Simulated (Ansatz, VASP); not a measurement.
Two plane-wave programs on TeO

The input INCAR:

```
SYSTEM = TeO
PREC     = Accurate       ! precision mode
ENCUT    = 600            ! plane-wave cutoff, eV
EDIFF    = 1E-6           ! SCF threshold, eV
ISMEAR   = 0              ! smearing method
SIGMA    = 0.1            ! smearing width, eV
LREAL    = .FALSE.        ! projectors in reciprocal space
LASPH    = .TRUE.         ! aspherical terms in the spheres
NELM     = 120            ! most SCF steps
ALGO     = Normal         ! electronic algorithm
ISIF     = 2              ! what is computed and relaxed
LWAVE    = .FALSE.        ! write WAVECAR
LCHARG   = .TRUE.         ! write CHGCAR
GGA      = PE             ! functional
LELF     = .TRUE.         ! ELF
LVHAR    = .TRUE.       
NBANDS   = 20             ! bands
GGA_COMPAT= .FALSE.
```

File KPOINTS:

```
Automatic mesh
0
G
  6 6 4
  0 0 0
```

POSCAR

```
TeO
1.0
    1.5785743419     -4.2241926269      0.0000000000
    1.5785743419      4.2241926269      0.0000000000
    0.0000000000      0.0000000000      5.4945236270
Te O
2 2
Direct
    0.0881239477      0.9118760523      0.2500000000
    0.9118760523      0.0881239477      0.7500000000
    0.3115378948      0.6884621052      0.2500000000
    0.6884621052      0.3115378948      0.7500000000
```

Input for Ansatz:

```yaml
crystal:
  lattice:
    - [1.5785743419, -4.2241926269, 0.0]
    - [1.5785743419, 4.2241926269, 0.0]
    - [0.0, 0.0, 5.494523627]
  atoms:
    - { symbol: Te, position: [0.0881239477, 0.9118760523, 0.25] }
    - { symbol: Te, position: [0.9118760523, 0.0881239477, 0.75] }
    - { symbol: O, position: [0.3115378948, 0.6884621052, 0.25] }
    - { symbol: O, position: [0.6884621052, 0.3115378948, 0.75] }
basis:
  ecutwfc: 420
kpoints:
  mp_grid: { grid: [6, 6, 4] }
hamiltonian:
  xc: pbe
scf:
  occupations: { method: gaussian, width: 0.1 }
  lower_state_search: "off"
output:
  forces: true
  stress: true
  eigenvalues: true
```

Change from the starting cell: species swapped into the NdPd type (Cmcm, No. 63).

Alike in both runs: task single point; functional PBE; k mesh 6 × 6 × 4; occupations gaussian, width 0.1 eV; no spin polarisation.

|  | VASP | Ansatz |
| --- | --- | --- |
| version | VASP 6.6.1 | Ansatz 0.2.0 |
| potentials or method | VASP PAW PBE potentials, release 64 (Te, O), cutoff 600 eV | scalar-relativistic, plane waves, PAW |
| valence electrons in the cell | 24 | 44 |

Ansatz gave:

* gap on the k mesh at the Fermi level (eV): none
* pressure (GPa): 0.8
* traceless stress, the component that is largest in VASP (GPa): -1.56
* rms of the force components (eV/Å): 0.057

**Question.** What did VASP give for the same quantities?

**Answer.** gap on the k mesh at the Fermi level (eV): none; pressure (GPa): 0.7; traceless stress, the component that is largest in VASP (GPa): -1.73; rms of the force components (eV/Å): 0.023.

Atom by atom the forces differ by 0.052 eV/Å (rms over components). A gap of «none» marks a metal or a gap that the smearing closes. The functional is the same, so the differences come from potentials, cutoffs and numerics. VASP's potentials hold 24 valence electrons a cell and Ansatz's 44, so a difference there can come from the potentials and not from the codes.

Neither program's run includes spin-orbit coupling.
